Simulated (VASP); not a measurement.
# GaCo (Pm-3m) in VASP: a series of runs

The runs below take GaCo through single point, with PBE.

Everything below comes from runs of VASP 6.6.1. Logs are shortened: lines on timing, memory, paths and dates and some standing lists are left out, and cuts for length are marked.

## Step 1: The cell of the first run

It takes space group Pm-3m (No. 221, cubic). The conventional cell has a = 2.761 Å, b = 2.761 Å, c = 2.761 Å, α = 90.00°, β = 90.00°, γ = 90.00°. Ga (site symmetry m-3m) has 8 Co at 2.39 Å and 6 Ga at 2.76 Å within 3.2 Å. Co (site symmetry m-3m) has 8 Ga at 2.39 Å and 6 Co at 2.76 Å within 3.2 Å.

## Step 2: Single point, PBE, collinear spin (10.53 Å³/atom)

File INCAR:

```
SYSTEM = GaCo
PREC = Accurate
ENCUT = 520
EDIFF = 1E-6
ISMEAR = 0
SIGMA = 0.1
LREAL = .False.
LASPH = .True.
NELM = 150
ALGO = Normal
ISIF = 2
LWAVE = .False.
LCHARG = .False.
ISPIN = 2
MAGMOM = 0 0.12
LORBIT = 11
LMAXMIX = 4
GGA = PE
NBANDS = 22
```

File KPOINTS:

```
regular mesh
0
Gamma
  20 20 20
  0 0 0
```

File POSCAR:

```
GaCo
1.0
    2.7613710499      0.0000000000      0.0000000000
    0.0000000000      2.7613710499      0.0000000000
    0.0000000000      0.0000000000      2.7613710499
Ga Co
1 1
Direct
    0.5000000000      0.5000000000      0.5000000000
    0.0000000000      0.0000000000      0.0000000000
```

Potentials or basis: VASP PAW PBE potentials, release 64 (Ga_d, Co).

Run with:

```
$ cat potpaw_PBE.64/Ga_d/POTCAR potpaw_PBE.64/Co/POTCAR > POTCAR
$ mpirun -np 1 vasp_std > vasp.out
```

OUTCAR:

```text
SYSTEM = GaCo
   PREC = Accurate
   ENCUT = 520
   EDIFF = 1E-6
   ISMEAR = 0
   LREAL = .False.
   LASPH = .True.
   NELM = 150
   ISIF = 2
   ISPIN = 2
   LORBIT = 11
   GGA = PE

 ion  position               nearest neighbor table
   1  0.500  0.500  0.500-   2 2.39   2 2.39   2 2.39   2 2.39   2 2.39   2 2.39   2 2.39   2 2.39

   2  0.000  0.000  0.000-   1 2.39   1 2.39   1 2.39   1 2.39   1 2.39   1 2.39   1 2.39   1 2.39

  LATTYP: Found a simple cubic cell.
 ALAT       =     2.7613710499

  Lattice vectors:

 A1 = (   2.7613710499,   0.0000000000,   0.0000000000)
 A2 = (   0.0000000000,   2.7613710499,   0.0000000000)
 A3 = (   0.0000000000,   0.0000000000,   2.7613710499)

Analysis of symmetry for initial positions (statically):
=====================================================================
 Subroutine PRICEL returns:
 Original cell was already a primitive cell.

 Routine SETGRP: Setting up the symmetry group for a
 simple cubic supercell.

 Subroutine GETGRP returns: Found 48 space group operations
 (whereof 48 operations were pure point group operations)
 out of a pool of 48 trial point group operations.

The static configuration has the point symmetry O_h .

Analysis of symmetry for dynamics (positions and initial velocities):
=====================================================================
 Subroutine PRICEL returns:
 Original cell was already a primitive cell.

 Routine SETGRP: Setting up the symmetry group for a
 simple cubic supercell.

 Subroutine GETGRP returns: Found 48 space group operations
 (whereof 48 operations were pure point group operations)
 out of a pool of 48 trial point group operations.

The dynamic configuration has the point symmetry O_h .

Analysis of structural, dynamic, and magnetic symmetry:
=====================================================================
 Subroutine PRICEL returns:
 Original cell was already a primitive cell.

 Routine SETGRP: Setting up the symmetry group for a
 simple cubic supercell.

 Subroutine GETGRP returns: Found 48 space group operations
 (whereof 48 operations were pure point group operations)
 out of a pool of 48 trial point group operations.

The overall configuration has the point symmetry O_h .

 Subroutine INISYM returns: Found 48 space group operations
 (whereof 48 operations are pure point group operations),
 and found     1 'primitive' translations

----------------------------------------------------------------------------------------

                                     Primitive cell

  volume of cell :      21.0559

  direct lattice vectors                    reciprocal lattice vectors
     2.761371050  0.000000000  0.000000000     0.362138945  0.000000000  0.000000000
     0.000000000  2.761371050  0.000000000     0.000000000  0.362138945  0.000000000
     0.000000000  0.000000000  2.761371050     0.000000000  0.000000000  0.362138945

  length of vectors
     2.761371050  2.761371050  2.761371050     0.362138945  0.362138945  0.362138945

  position of ions in fractional coordinates (direct lattice)
     0.500000000  0.500000000  0.500000000
     0.000000000  0.000000000  0.000000000

  ion indices of the primitive-cell ions
   primitive index   ion index
                 1           1
                 2           2

----------------------------------------------------------------------------------------

 KPOINTS: regular mesh

Automatic generation of k-mesh.
 Grid dimensions read from file:
 generate k-points for:   20   20   20

 Generating k-lattice:

  Cartesian coordinates                     Fractional coordinates (reciprocal lattice)
     0.018106947  0.000000000  0.000000000     0.050000000  0.000000000  0.000000000
     0.000000000  0.018106947  0.000000000     0.000000000  0.050000000  0.000000000
     0.000000000  0.000000000  0.018106947     0.000000000  0.000000000  0.050000000

  Length of vectors
     0.018106947  0.018106947  0.018106947

  Shift w.r.t. Gamma in fractional coordinates (k-lattice)
     0.000000000  0.000000000  0.000000000

 Subroutine IBZKPT returns following result:
 ===========================================

 Found    286 irreducible k-points:

 Following reciprocal coordinates:
            Coordinates               Weight
  0.000000  0.000000  0.000000      1.000000
  0.050000  0.000000  0.000000      6.000000
  0.100000  0.000000  0.000000      6.000000
  0.150000  0.000000  0.000000      6.000000
  0.200000  0.000000  0.000000      6.000000
  0.250000  0.000000  0.000000      6.000000
[... 16 lines left out ...]
  0.150000  0.100000  0.000000     24.000000
  0.200000  0.100000  0.000000     24.000000
 [... further k-points ...]
   k-points           NKPTS =    286   k-points in BZ     NKDIM =    286   number of bands    NBANDS=     22
   number of dos      NEDOS =    301   number of ions     NIONS =      2
   total plane-waves  NPLWV =  13824
   dimension x,y,z NGX =    24 NGY =   24 NGZ =   24
   dimension x,y,z NGXF=    48 NGYF=   48 NGZF=   48
   ions per type =               1   1
   NGX,Y,Z   is equivalent  to a cutoff of  14.45, 14.45, 14.45 a.u.
   NGXF,Y,Z  is equivalent  to a cutoff of  28.90, 28.90, 28.90 a.u.
 SYSTEM =  GaCo
   PREC   = accura    normal or accurate (medium, high low for compatibility)
   ISTART =      0    job   : 0-new  1-cont  2-samecut
   ICHARG =      2    charge: 1-file 2-atom 10-const
   ISPIN  =      2    spin polarized calculation?
   LNONCOLLINEAR =      F non collinear calculations
   LSORBIT =      F    spin-orbit coupling
   LASPH  =      T    aspherical Exc in radial PAW
   ENCUT  =  520.0 eV  38.22 Ry    6.18 a.u.   5.13  5.13  5.13*2*pi/ulx,y,z
   NELM   =    150;   NELMIN=  2; NELMDL= -5     # of ELM steps
   EDIFF  = 0.1E-05   stopping-criterion for ELM
   LREAL  =      F    real-space projection
   EDIFFG = 0.1E-04   stopping-criterion for IOM
   NSW    =      0    number of steps for IOM
   IBRION =     -1    ionic relax: 0-MD 1-quasi-New 2-CG
   NFREE  =      0    steps in history (QN), initial steepest desc. (CG)
   ISIF   =      2    stress and relaxation
   ISYM   =      2    0-nonsym 1-usesym 2-fastsym
   POTIM  = 0.5000    time-step for ionic-motion
   TEBEG  =    0.0;   TEEND  =   0.0 temperature during run
   PSTRESS=    0.0 pullay stress
   NELECT =      22.0000    total number of electrons
   NUPDOWN=      -1.0000    fix difference up-down
   EMIN   =  10.00;   EMAX   =-10.00  energy-range for DOS
   EFERMI =   0.00;   METHOD = LEGACY
   ISMEAR =     0;   SIGMA  =   0.10  broadening in eV -4-tet -1-fermi 0-gaus
   EFERMI_NEDOS =   21; number of points for ismear=-14 and -15
   IALGO  =     38    algorithm
   IMIX   =      4    mixing-type and parameters
     AMIX     =   0.40;   BMIX     =  1.00
     AMIX_MAG =   1.60;   BMIX_MAG =  1.00
  volume/ion in A,a.u.               =      10.53        71.05
  Fermi-wavevector in a.u.,A,eV,Ry     =   1.661209  3.139230 37.546849  2.759616
  Thomas-Fermi vector in A             =   2.748312
   LORBIT       =     11    0 simple, 1 ext, 2 COOP (PROOUT), +10 PAW based schemes
   GGA     = PE    functional components
   LHFCALC =     F    Hartree Fock is set to
   AEXX    =    0.0000 exact exchange contribution
   IVDW    =     0    specifies the selected vdW correction
   LEPSILON=     F    determine dielectric tensor
   LRPA    =     F    only Hartree local field effects (RPA)
 spin polarized calculation
 Gauss-broadening in eV      SIGMA  =   0.10
  energy-cutoff  :      520.00
  volume of cell :       21.06
 maximum number of plane-waves:       587
 NGX is ok and might be reduce to    24
   NGX = 11   NGY = 11   NGZ = 11

 number of electron      22.0000001 magnetization       0.0004563

 Free energy of the ion-electron system (eV)
  ---------------------------------------------------
  ext. energy  EPLUGINS =         0.00000000
  ---------------------------------------------------
  free energy    TOTEN  =       -10.23402854 eV

  energy without entropy =      -10.22910386  energy(sigma->0) =      -10.23156620

 E-fermi :  11.6158     XC(G=0): -13.9256

 val. band max:       11.6082203685   @ k =   0.5000   0.4000   0.1500
 cond. band min:      11.6181481567   @ k =   0.5000   0.3000   0.0500
 fundamental gap:      0.0099277882
 Fermi energy:        11.6158001338

 spin component 1

 k-point     1 :       0.0000    0.0000    0.0000
  band No.  band energies     occupation
      1      -3.8927      1.00000
      2      -3.8927      1.00000
      3      -3.4042      1.00000
      4      -3.4042      1.00000
      5      -3.4042      1.00000
      6      -1.5843      1.00000
[... 14 lines left out ...]
     21      39.8302      0.00000
     22      39.8302      0.00000
[... 552 lines left out ...]
  band No.  band energies     occupation
      1      -3.8386      1.00000
      2      -3.7495      1.00000
      3      -3.4728      1.00000
      4      -3.4503      1.00000
      5      -3.4057      1.00000
      6      -0.5436      1.00000
[... 14 lines left out ...]
     21      36.1177      0.00000
     22      36.3557      0.00000

 [... further k-points ...]

 spin component 2

 k-point     1 :       0.0000    0.0000    0.0000
  band No.  band energies     occupation
      1      -3.8929      1.00000
      2      -3.8929      1.00000
      3      -3.4044      1.00000
      4      -3.4044      1.00000
      5      -3.4044      1.00000
      6      -1.5847      1.00000
[... 14 lines left out ...]
     21      39.8301      0.00000
     22      39.8301      0.00000
[... 552 lines left out ...]
  band No.  band energies     occupation
      1      -3.8388      1.00000
      2      -3.7497      1.00000
      3      -3.4730      1.00000
      4      -3.4505      1.00000
      5      -3.4059      1.00000
      6      -0.5440      1.00000
[... 14 lines left out ...]
     21      36.1173      0.00000
     22      36.3555      0.00000

 [... further k-points ...]

------------------------ aborting loop because EDIFF is reached ----------------------------------------

  FORCE on cell =-STRESS in cart. coord.  units (eV):
  Direction    XX          YY          ZZ          XY          YZ          ZX
  --------------------------------------------------------------------------------------
  -------------------------------------------------------------------------------------
  Total        4.0561244      4.0561244      4.0561244     -0.0000000     -0.0000000      0.0000000
  in kB      308.6366819    308.6366819    308.6366819     -0.0000000     -0.0000000      0.0000000
  external PRESSURE =     308.6366819 kB  Pullay stress =       0.0000000 kB

 VOLUME and BASIS-vectors are now :
 -----------------------------------------------------------------------------
  energy-cutoff  :      520.00
  volume of cell :       21.06
      direct lattice vectors                 reciprocal lattice vectors
     2.761371050  0.000000000  0.000000000     0.362138945  0.000000000  0.000000000
     0.000000000  2.761371050  0.000000000     0.000000000  0.362138945  0.000000000
     0.000000000  0.000000000  2.761371050     0.000000000  0.000000000  0.362138945

 POSITION                                       TOTAL-FORCE (eV/Angst)
 -----------------------------------------------------------------------------------
      1.38069      1.38069      1.38069         0.000000      0.000000      0.000000
      0.00000      0.00000      0.00000         0.000000      0.000000      0.000000
 -----------------------------------------------------------------------------------
    total drift:                                0.000000      0.000000     -0.000000

  FREE ENERGIE OF THE ION-ELECTRON SYSTEM (eV)
  ---------------------------------------------------
  free  energy   TOTEN  =       -10.2340285381 eV

  energy  without entropy=      -10.2291038645  energy(sigma->0) =      -10.23156620

 total charge

# of ion       s       p       d       tot
------------------------------------------
    1        0.870   1.025  10.107  12.002
    2        0.433   0.563   7.620   8.616
--------------------------------------------------
tot          1.303   1.588  17.728  20.618

 magnetization (x)

# of ion       s       p       d       tot
------------------------------------------
    1       -0.000  -0.000  -0.000  -0.000
    2        0.000  -0.000   0.001   0.001
--------------------------------------------------
tot         -0.000  -0.000   0.001   0.001
```

Wall time 2.3 min (1 thread of AMD EPYC 9R45 (Zen 5), shared host); peak memory 0.28 GiB.

What came out:

```yaml
Free_energy: -10.2340 eV
Pressure: 30.9 GPa
Band_gap_on_the_k_mesh: zero (filled and empty bands overlap)
Net_moment: 0.00 μB per cell
Valence_electrons_inside_the_program's_atomic_spheres: Ga 12.00; Co 8.62
```

Caveat: the cell stands under pressure.

## Step 3: Single point, PBE, collinear spin (10.89 Å³/atom)

This run uses another cell than the first one, of 10.89 Å³/atom.

File INCAR:

```
SYSTEM = GaCo
  PREC = Accurate
  ENCUT = 520
  EDIFF = 1E-6
  ISMEAR = 0
  SIGMA = 0.1
  LREAL = .False.
  LASPH = .True.
  NELM = 150
  ALGO = Fast
  ISIF = 2
  LWAVE = .False.
  LCHARG = .False.
  ISPIN = 2
  MAGMOM = 0 0.12
  LORBIT = 11
  LMAXMIX = 4
  GGA = PE
  NBANDS = 22
```

KPOINTS is that of step 2.

File POSCAR:

```
GaCo
1.0
    2.7924002880      0.0000000000      0.0000000000
    0.0000000000      2.7924002880      0.0000000000
    0.0000000000      0.0000000000      2.7924002880
Ga Co
1 1
Direct
    0.5000000000      0.5000000000      0.5000000000
    0.0000000000      0.0000000000      0.0000000000
```

Potentials or basis: VASP PAW PBE potentials, release 64 (Ga_d, Co).

Run with:

```
$ cat potpaw_PBE.64/Ga_d/POTCAR potpaw_PBE.64/Co/POTCAR > POTCAR
$ mpirun -np 1 vasp_std > vasp.out
```

Run time: 3 min. Hardware: 1 thread of AMD EPYC 9R45 (Zen 5), shared host; peak memory 0.29 GiB.

The run converged. Its results:

```
Free energy                                           : -10.3500 eV
Pressure                                              : 21.3 GPa
Band gap on the k mesh                                : zero (filled and empty bands overlap)
Net moment                                            : 0.00 μB per cell
Valence electrons inside the program's atomic spheres : Ga 11.94; Co 8.54
```

Levels at points of the mesh, in eV from the Fermi level:
Spin up:
```
           k point  band 9  band 10  band 11  band 12  band 13  band 14
(0.00, 0.00, 0.00)   -0.86    -0.86    -0.86     5.51     5.51     5.51
(0.50, 0.00, 0.00)   -2.02    -2.02    -0.86     0.11    11.51    11.51
(0.50, 0.50, 0.00)   -2.78    -1.41    -1.41    -0.30     2.70     3.56
(0.50, 0.50, 0.50)   -0.26    -0.26     1.23     4.01     4.01     4.01
```
Spin down:
```csv
k point,band 9,band 10,band 11,band 12,band 13,band 14
"(0.00, 0.00, 0.00)",-0.86,-0.86,-0.86,5.51,5.51,5.51
"(0.50, 0.00, 0.00)",-2.02,-2.02,-0.86,0.12,11.51,11.51
"(0.50, 0.50, 0.00)",-2.77,-1.41,-1.41,-0.29,2.70,3.56
"(0.50, 0.50, 0.50)",-0.25,-0.25,1.23,4.01,4.01,4.01
```

Caveat: the cell stands under pressure.
